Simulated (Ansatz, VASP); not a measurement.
# One calculation of C, two programs

```
C
1.0
     1.22803    0.70900    3.34701
    -1.22803    0.70900    3.34701
     0.00000   -1.41800    3.34701
C
2
Cartesian
  0.0000 0.1000 1.6467
  0.0000 0.0000 8.3943
```

Alike in both runs: task single point; functional r2SCAN; k mesh 12 × 12 × 12; occupations gaussian, width 0.05 eV; no spin polarisation.

|  | VASP | Ansatz |
| --- | --- | --- |
| version | VASP 6.6.1 | Ansatz 0.2.0 |
| potentials or method | VASP PAW PBE potentials, release 64 (C), cutoff 520 eV | scalar-relativistic, plane waves, PAW |
| valence electrons in the cell | 8 | 8 |

Ansatz gave:

```
gap on the k mesh at the Fermi level (eV)                     : 0.43
least direct gap on the mesh (eV)                             : 0.43
pressure (GPa)                                                : 4.3
traceless stress, the component that is largest in VASP (GPa) : 10.54
rms of the force components (eV/Å)                            : 2.863
```

What did VASP give for the same quantities?

gap on the k mesh at the Fermi level (eV): 0.43; least direct gap on the mesh (eV): 0.43; pressure (GPa): 5.0; traceless stress, the component that is largest in VASP (GPa): 11.21; rms of the force components (eV/Å): 2.866.

VASP's potentials were made for PBE, not for r2SCAN. Atom by atom the forces differ by 0.006 eV/Å (rms over components).
